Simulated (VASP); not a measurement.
A run of VASP 6.6.1 is set up as follows.

File INCAR:

```
PREC = Accurate ; ENCUT = 520
EDIFF = 1E-7 ; ISMEAR = 0
SIGMA = 0.1 ; LREAL = False
LASPH = True ; NELM = 80
ALGO = Normal ; ISIF = 2
LWAVE = False ; LCHARG = True
GGA = PE ; LELF = True
LVHAR = True ; NBANDS = 36
```

File KPOINTS:

```
Automatic mesh
0
Gamma
  6 6 2
```

The input POSCAR:

```
Sc4SiN
1.0
    3.0911352000      0.0000000000      0.0000000000
    0.0000000000      3.0911352000      0.0000000000
    0.0000000000      0.0000000000     10.8109279300
Sc Si N
4 1 1
Direct
    0.5000000000      0.5000000000      0.1703388400
    0.0000000000      0.0000000000      0.6526067300
    0.0000000000      0.0000000000      0.3473932700
    0.5000000000      0.5000000000      0.8296611600
    0.5000000000      0.5000000000      0.5000000000
    0.0000000000      0.0000000000      0.0000000000
```

Potentials or basis: VASP PAW PBE potentials, release 64 (Sc_sv, Si, N).

The run is started by

```bash
$ cat potpaw_PBE.64/Sc_sv/POTCAR potpaw_PBE.64/Si/POTCAR potpaw_PBE.64/N/POTCAR > POTCAR
$ mpirun -np 1 vasp_std > vasp.out
```

Estimate the largest force.

4.443 eV/Å.

Estimate the pressure.

6.3 GPa.

Forces in eV/Å, atoms in the order of the input:
```
Sc   0.000  0.000 -4.443
Sc   0.000  0.000 -1.271
Sc   0.000  0.000  1.271
Sc   0.000  0.000  4.443
Si   0.000  0.000  0.000
N    0.000  0.000  0.000
```

Caveat: forces of over 1 eV/Å act on the atoms, so gaps and moduli don't describe the material at rest.
